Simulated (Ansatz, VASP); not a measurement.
# Two plane-wave programs on PtSe2

INCAR

```
PREC = Accurate
ENCUT = 520
EDIFF = 1E-6
ISMEAR = -1
SIGMA = 0.05
LREAL = False
LASPH = True
NELM = 100
ALGO = Normal
ISIF = 2
LWAVE = False
LCHARG = True
GGA = PE
IVDW = 12
LELF = True
LVHAR = True
NBANDS = 18
```

KPOINTS

```
regular mesh
0
Gamma
  8 8 5
```

The input POSCAR:

```
PtSe2
1.0
    3.7970381507      0.0000000000      0.0000000000
   -1.8985190754      3.2883314977      0.0000000000
    0.0000000000      0.0000000000      5.1612801071
Pt Se
1 2
Direct
    0.0000000000      0.0000000000      0.0000000000
    0.6666666667      0.3333333333      0.7500000000
    0.3333333333      0.6666666667      0.2500000000
```

The input input.yaml:

```yaml
crystal:
  lattice:
    - [3.7970381507, 0.0, 0.0]
    - [-1.8985190754, 3.2883314977, 0.0]
    - [0.0, 0.0, 5.1612801071]
  atoms:
    - { symbol: Pt, position: [0.0, 0.0, 0.0] }
    - { symbol: Se, position: [0.6666666667, 0.3333333333, 0.75] }
    - { symbol: Se, position: [0.3333333333, 0.6666666667, 0.25] }
hamiltonian:
  xc: pbe
  pseudopotentials: { kind: paw }
  dispersion: d3bj
kpoints:
  mp_grid: { grid: [8, 8, 5] }
scf:
  occupations: { method: fermi_dirac, width: 0.05 }
output:
  forces: true
  stress: true
  eigenvalues: true
  write_density: true
  write_potential: true
  elf: true
  volumetric_format: npy
```

Alike in both runs: task single point; functional PBE; dispersion D3(BJ); k mesh 8 × 8 × 5; occupations fermi-dirac, width 0.05 eV; no spin polarisation.

```csv
,VASP,Ansatz
version,VASP 6.6.1,Ansatz 0.2.0
potentials or method,"VASP PAW PBE potentials, release 64 (Pt, Se)",Ansatz PAW
plane-wave cutoff (eV),520,420
valence electrons in the cell,22,50
```

Ansatz gave:

```
gap on the k mesh at the Fermi level (eV)                     : none
pressure (GPa)                                                : -3.6
traceless stress, the component that is largest in VASP (GPa) : 0.46
rms of the force components (eV/Å)                            : 0.029
```

Problem. Estimate VASP's values.

Solution. gap on the k mesh at the Fermi level (eV): none; pressure (GPa): -3.6; traceless stress, the component that is largest in VASP (GPa): 0.45; rms of the force components (eV/Å): 0.027.

Atom by atom the forces differ by 0.002 eV/Å (rms over components). A gap of «none» marks a metal or a gap that the smearing closes. VASP's potentials hold 22 valence electrons a cell and Ansatz's 50, so a difference there can come from the potentials and not from the codes.

Spin-orbit coupling is off throughout.
